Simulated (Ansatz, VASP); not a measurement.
**Two plane-wave programs on ZnSe**

```
Zn Se
1.0
     0.00000    2.83244    2.83244
     2.83244    0.00000    2.83244
     2.83244    2.83244    0.00000
Zn Se
1 1
Direct
  0.00000 0.00000 0.00000
  0.75000 0.75000 0.75000
```

Alike in both runs: task single point; functional PBE; k mesh 4 × 4 × 4; no spin polarisation.

|  | VASP | Ansatz |
| --- | --- | --- |
| version | VASP 6.6.1 | Ansatz 0.2.0 |
| potentials or method | VASP PAW PBE potentials, release 64 (Zn, Se), cutoff 520 eV | scalar-relativistic, plane waves, PAW |
| occupations | gaussian, width 0.01 eV | fixed |
| valence electrons in the cell | 18 | 28 |

|  | VASP | Ansatz | Ansatz less VASP |
| --- | --- | --- | --- |
| gap on the k mesh at the Fermi level (eV) | 1.28 | 1.28 | -0.002 |
| least direct gap on the mesh (eV) | 1.28 | 1.28 | -0.002 |
| pressure (GPa) | 2.8 | 2.5 | -0.24 |

VASP's potentials hold 18 valence electrons a cell and Ansatz's 28, so a difference there can come from the potentials and not from the codes.

The k mesh is coarse, so the values compare programs but aren't converged.
